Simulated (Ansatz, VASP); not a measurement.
# CoO: VASP beside Ansatz

INCAR

```
SYSTEM = CoO
PREC     = Accurate       ! precision mode
ENCUT    = 520            ! plane-wave cutoff, eV
EDIFF    = 1E-6           ! SCF threshold, eV
ISMEAR   = -1             ! smearing method
SIGMA    = 0.05           ! smearing width, eV
LREAL    = .FALSE.        ! projectors in reciprocal space
LASPH    = .TRUE.         ! aspherical terms in the spheres
NELM     = 150            ! most SCF steps
ALGO     = Normal         ! electronic algorithm
ISIF     = 2              ! what is computed and relaxed
LWAVE    = .FALSE.        ! write WAVECAR
LCHARG   = .FALSE.        ! write CHGCAR
ISPIN    = 2              ! spin polarisation
MAGMOM   = 2 0            ! initial moments
LORBIT   = 11             ! projections on sites
LMAXMIX  = 4              ! l up to which the mixer works
GGA      = PE             ! functional
NBANDS   = 18             ! bands
```

File KPOINTS:

```
regular mesh
0
G
  16 16 16
  0 0 0
```

Contents of POSCAR:

```
CoO
1.0
    0.0213150000      2.1421575000      2.1421575000
    2.1421575000      0.0213150000      2.1421575000
    2.1421575000      2.1421575000      0.0213150000
Co O
1 1
Direct
    0.0000000000      0.0000000000      0.0000000000
    0.5000000000      0.5000000000      0.5000000000
```

Input for Ansatz:

```yaml
crystal:
  lattice:
    - [0.021315, 2.1421575, 2.1421575]
    - [2.1421575, 0.021315, 2.1421575]
    - [2.1421575, 2.1421575, 0.021315]
  atoms:
    - { symbol: Co, position: [0.0, 0.0, 0.0], spin: 2.0 }
    - { symbol: O, position: [0.5, 0.5, 0.5] }
magnetization:
  spin_polarized: true
kpoints:
  mp_grid: { grid: [16, 16, 16] }
  band_path:
    path:
      - [0.0, 0.0, 0.0]
      - [0.5, 0.5, 0.5]
      - [0.247543133, 0.5, 0.752456867]
      - [-0.247543133, 0.247543133, 0.5]
      - [0.0, 0.0, 0.5]
      - [0.0, 0.0, 0.0]
      - [-0.3737715665, 0.0, 0.3737715665]
      - [0.0, 0.3737715665, 0.6262284335]
      - [0.0, 0.5, 0.5]
    npoints: 5
scf:
  occupations: { method: fermi_dirac, width: 0.05 }
hamiltonian:
  xc: pbe
  pseudopotentials: { kind: all_electron, lapw: { basis_error: 0.0005 } }
output:
  forces: true
  stress: true
  eigenvalues: true
```

Change from the starting cell: equal xy, yz and zx shear strains of +1 %.

Alike in both runs: task single point; functional PBE; k mesh 16 × 16 × 16; occupations fermi-dirac, width 0.05 eV; collinear spin.

|  | VASP | Ansatz |
| --- | --- | --- |
| version | VASP 6.6.1 | Ansatz 0.2.0 |
| potentials or method | VASP PAW PBE potentials, release 64 (Co, O), cutoff 520 eV | all-electron LAPW, scalar-relativistic |

Ansatz gave:

| Item | Value |
| --- | --- |
| pressure (GPa) | -1.8 |
| traceless stress, the component that is largest in VASP (GPa) | 0.38 |
| net moment per atom (μB) | 1.47 |
| size of the moment on the site where the two differ most (μB) | 2.60 |

Task: Estimate VASP's values.

Result: Pressure (GPa): -2.3; traceless stress, the component that is largest in VASP (GPa): 0.26; net moment per atom (μB): 1.45; size of the moment on the site where the two differ most (μB): 2.56.

Site moments also hang on the region over which each program counts them. Ansatz ran all-electron here, and VASP with PAW potentials.
